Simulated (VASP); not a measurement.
Write the native input for VASP 6.6.1 that does the following.

```yaml
Task: single point
Functional: PBE
Potentials_or_basis: VASP PAW PBE potentials, release 64 (B, N)
Cutoff: 520 eV
k_mesh: 12 × 12 × 4
Occupations: gaussian, width 0.02 eV
Spin: no spin polarisation
Dipole_correction: no
Further_INCAR_settings: ALGO = Normal; EDIFF = 1e-06; NBANDS = 16
```

The structure of BN lies in POSCAR:

```
BN
1.0
    2.5121811355      0.0000000000      0.0000000000
   -1.2560905678      2.1756126823      0.0000000000
    0.0000000000      0.0000000000      8.8437534153
B N
2 2
Direct
    0.3333333333      0.6666666667      0.2500000000
    0.6666666667      0.3333333333      0.7500000000
    0.3333333333      0.6666666667      0.7500000000
    0.6666666667      0.3333333333      0.2500000000
```

The input as run:

INCAR

```
SYSTEM = BN
  ALGO = Normal
  EDIFF = 1E-6
  ENCUT = 520
  GGA = PE
  ISIF = 2
  ISMEAR = 0
  LASPH = .TRUE.
  LCHARG = .TRUE.
  LELF = .TRUE.
  LREAL = .FALSE.
  LVHAR = .TRUE.
  LWAVE = .FALSE.
  NBANDS = 16
  NELM = 100
  PREC = Accurate
  SIGMA = 0.02
```

KPOINTS

```
k-points
0
G
  12 12 4
  0 0 0
```

Potentials or basis: VASP PAW PBE potentials, release 64 (B, N).

Launch:

```bash
$ cat potpaw_PBE.64/B/POTCAR potpaw_PBE.64/N/POTCAR > POTCAR
$ mpirun -np 1 vasp_std > vasp.out
```

It gave:

```yaml
Pressure: 0.0 GPa
Band_gap_on_the_k_mesh: 4.29 eV (least direct gap 4.66 eV)
```

Caveat: this functional lacks dispersion, which binds the layers, so the pressure and a relaxed spacing across them are unreliable.

It took 62 s on 1 thread of Intel Xeon 8259CL (shared host), peak memory 0.18 GiB.
